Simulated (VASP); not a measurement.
Set up this calculation in VASP 6.6.1, as the native input.

```
Task                   : single point
Functional             : LDA
Potentials or basis    : VASP PAW LDA potentials, release 64 (Pt)
Cutoff                 : 520 eV
k mesh                 : 14 × 14 × 14
Occupations            : fermi-dirac, width 0.1 eV
Spin                   : no spin polarisation
Dipole correction      : no
Further INCAR settings : ALGO = Normal; EDIFF = 1e-06; NBANDS = 11
```

The structure of Pt lies in POSCAR:

```
Pt
1.0
    0.0000000000      1.9474302061      1.9474302061
    1.9474302061      0.0000000000      1.9474302061
    1.9474302061      1.9474302061      0.0000000000
Pt
1
Direct
    0.0000000000      0.0000000000      0.0000000000
```

These files were run (other wordings do the same):

INCAR

```
ALGO = Normal ; EDIFF = 1E-6
ENCUT = 520 ; GGA = CA
ISIF = 2 ; ISMEAR = -1
LASPH = T ; LCHARG = F
LREAL = F ; LWAVE = F
NBANDS = 11 ; NELM = 80
PREC = Accurate ; SIGMA = 0.1
```

KPOINTS

```
k-points
0
Gamma
  14 14 14
```

Potentials or basis: VASP PAW LDA potentials, release 64 (Pt).

Launch:

```sh
$ cat potpaw_LDA.64/Pt/POTCAR > POTCAR
$ mpirun -np 1 vasp_std > vasp.out
```

Results of the run:

The pressure is 0.8 GPa and the band gap on the k mesh is zero (band 5 reaches 12.07 eV, above the bottom of band 6 at 9.75 eV).

Caveat: spin-orbit coupling is left out, which moves the levels of the heavy elements.

It took 9.3 s on 1 thread of Intel(R) Xeon(R) Platinum 8559C (Emerald Rapids) (shared host), peak memory 0.12 GiB.
